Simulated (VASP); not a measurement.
Crystal: WCl4F2.

```xyz
7
Lattice="5.7457 0.0000 0.0000 2.8728 4.9759 0.0000 2.8728 1.6586 5.2024" Properties=species:S:1:pos:R:3 pbc="T T T"
W     0.0000    0.0000    0.0000
Cl    6.7023    4.9776    3.9538
Cl    7.6619    3.3189    1.2486
Cl    3.8295    3.3156    3.9538
Cl    6.7052    1.6586    3.9538
F     4.9614    1.3584    1.0301
F     4.4414    4.9759    1.0301
```

| Property | Result |
| --- | --- |
| Program | VASP 6.6.1 |
| Task | relaxation of cell and atoms |
| Functional | PBE |
| Potentials or basis | VASP PAW PBE potentials, release 64 (W_sv, Cl, F) |
| Cutoff | 600 eV |
| k mesh | 3 × 3 × 3 |
| Occupations | gaussian, width 0.15 eV |
| Spin | no spin polarisation |

At the start: pressure 3.6 GPa; volume 21.25 Å³/atom.

Question: How do energy, volume and symmetry change on relaxing?

Answer: Over 20 steps the energy falls by 76.6 meV/atom and the volume is 28.45 Å³/atom (+33.9 %); space group P1 (No. 1, to 0.05 Å).

Step by step:
```
step  energy change (eV)  largest force (eV/Å)  pressure (GPa)  volume (Å³)
   1              0.0000                1.1097            3.62       148.74
   2             -0.0509                1.8302           -2.66       159.31
   3             -0.1133                1.0473           -0.25       154.60
   4             -0.2622                0.6705            0.24       159.10
   5             -0.3143                0.4299            0.80       163.90
   6             -0.3814                0.5509            0.87       169.04
   7             -0.4026                1.5233            1.16       175.49
   8             -0.4299                1.2426            0.75       178.24
   9             -0.4770                0.7185           -0.28       186.62
  10             -0.4826                0.7460           -0.70       190.41
  11             -0.5103                0.4590           -0.33       191.87
  12             -0.5252                0.1307            0.19       193.78
  13             -0.5253                0.1396            0.24       193.93
  14             -0.5275                0.1248            0.19       194.55
  15             -0.5310                0.1576            0.04       196.43
  16             -0.5312                0.2167            0.00       196.98
  17             -0.5332                0.1567           -0.02       197.58
  18             -0.5351                0.1365           -0.08       199.37
  19             -0.5352                0.1066           -0.07       199.02
  20             -0.5361                0.0457            0.08       199.18
```

Final structure:
```
CELL_PARAMETERS angstrom
6.29714 -0.00261 0.02035
3.14627 5.51322 0.03396
3.16759 1.86595 5.75410
ATOMIC_POSITIONS crystal
W 0.00236 0.99633 0.99267
Cl 0.37837 0.78060 0.76954
Cl 0.91887 0.62793 0.23626
Cl 0.08111 0.37141 0.77029
Cl 0.77230 0.08190 0.77008
F 0.70069 0.17377 0.18761
F 0.17430 0.93607 0.18955
```

Caveat: the k points lie up to 0.40 Å⁻¹ apart in the final cell; the volume moved by over 15 % at a fixed basis, so the end points are rough; the relaxation stopped at a loose force limit of 0.08 eV/Å, so its end isn't a converged minimum.
